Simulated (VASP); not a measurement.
NaWN2, 4 atoms in the cell. Symmetry: P4/mmm, No. 123, tetragonal system. The conventional cell has a = 3.957 Å, b = 3.957 Å, c = 3.193 Å, α = 90.00°, β = 90.00°, γ = 90.00°. Within 3.4 Å of Na (site symmetry 4/mmm) lie 8 N at 2.54 Å and 2 Na at 3.19 Å and 8 W at 3.22 Å. Within 2.6 Å of W (site symmetry 4/mmm) lie 4 N at 1.98 Å. N (site symmetry mmm) has 2 W at 1.98 Å and 4 Na at 2.54 Å within 2.6 Å. 

| Quantity | Value |
| --- | --- |
| Program | VASP 6.6.1 |
| Task | single point |
| Functional | PBE |
| Potentials or basis | VASP PAW PBE potentials, release 64 (Na_pv, W_sv, N) |
| Cutoff | 520 eV |
| k mesh | 4 × 4 × 6 |
| Occupations | gaussian, width 0.1 eV |
| Spin | no spin polarisation |
| Dipole correction | no |
| Further INCAR settings | ALGO = Normal; EDIFF = 1e-06; NBANDS = 24 |

Potentials or basis: VASP PAW PBE potentials, release 64 (Na_pv, W_sv, N).

Launch:

```bash
$ cat potpaw_PBE.64/Na_pv/POTCAR potpaw_PBE.64/W_sv/POTCAR potpaw_PBE.64/N/POTCAR > POTCAR
$ mpirun -np 1 vasp_std > vasp.out
```

Hardware: 1 thread of Intel(R) Xeon(R) Platinum 8375C CPU @ 2.90GHz (Ice Lake), with other jobs on the host.

Task: Estimate the wall time of this run.

Result: Run time: 25 s on 1 thread of Intel(R) Xeon(R) Platinum 8375C CPU @ 2.90GHz (Ice Lake), on a shared host, peak memory 0.17 GiB. Counts: scf iterations 15, k points 24.
